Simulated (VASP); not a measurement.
A run of VASP 6.6.1 is set up as follows.

POSCAR

```
C
1.0
    0.0000000000      2.1586578877      3.6686165711
    1.2463400222      0.0000000000      3.6686165711
    1.2463400222      2.1586578877      0.0000000000
C
2
Direct
    0.1667039277      0.8332960723      0.1667039277
    0.8332960723      0.1667039277      0.8332960723
```

INCAR.step1

```
PREC     = Accurate       # precision mode
ENCUT    = 520            # plane-wave cutoff, eV
ISMEAR   = 0              # smearing method
SIGMA    = 0.05           # smearing width, eV
LREAL    = F              # projectors in reciprocal space
LASPH    = T              # aspherical terms in the spheres
NELM     = 100            # most SCF steps
NBANDS   = 11             # bands
GGA      = PE             # functional
ALGO     = Normal         # electronic algorithm
EDIFF    = 1E-4           # SCF threshold, eV
LWAVE    = T              # write WAVECAR
LCHARG   = F              # write CHGCAR
```

INCAR.step2

```
PREC     = Accurate       # precision mode
ENCUT    = 520            # plane-wave cutoff, eV
EDIFF    = 1E-7           # SCF threshold, eV
ISMEAR   = 0              # smearing method
SIGMA    = 0.05           # smearing width, eV
LREAL    = F              # projectors in reciprocal space
LASPH    = T              # aspherical terms in the spheres
NELM     = 100            # most SCF steps
ALGO     = Normal         # electronic algorithm
ISIF     = 2              # what is computed and relaxed
LWAVE    = F              # write WAVECAR
LCHARG   = F              # write CHGCAR
METAGGA  = R2SCAN         # meta-GGA
LMIXTAU  = T            
NBANDS   = 11             # bands
ISTART   = 1
```

Contents of KPOINTS:

```
Automatic mesh
0
Gamma
  14 14 14
```

Potentials or basis: VASP PAW PBE potentials, release 64 (C).

Launch:

```bash
$ cat potpaw_PBE.64/C/POTCAR > POTCAR
$ cp INCAR.step1 INCAR
$ mpirun -np 1 vasp_std > vasp.out
$ cp INCAR.step2 INCAR
$ mpirun -np 1 vasp_std > vasp.out
```

What does it give for the pressure?

-10.5 GPa.

Forces on the atoms (eV/Å):
```
C    0.000 -0.002  0.000
C    0.000  0.002  0.000
```

Caveat: the cell differs from its parent crystal (strain +0.015 along x and y, +0.030 along z); the stress differs along the axes, from -15 to -0 GPa; the PAW data sets were made with another functional, which shifts forces and pressure a little.
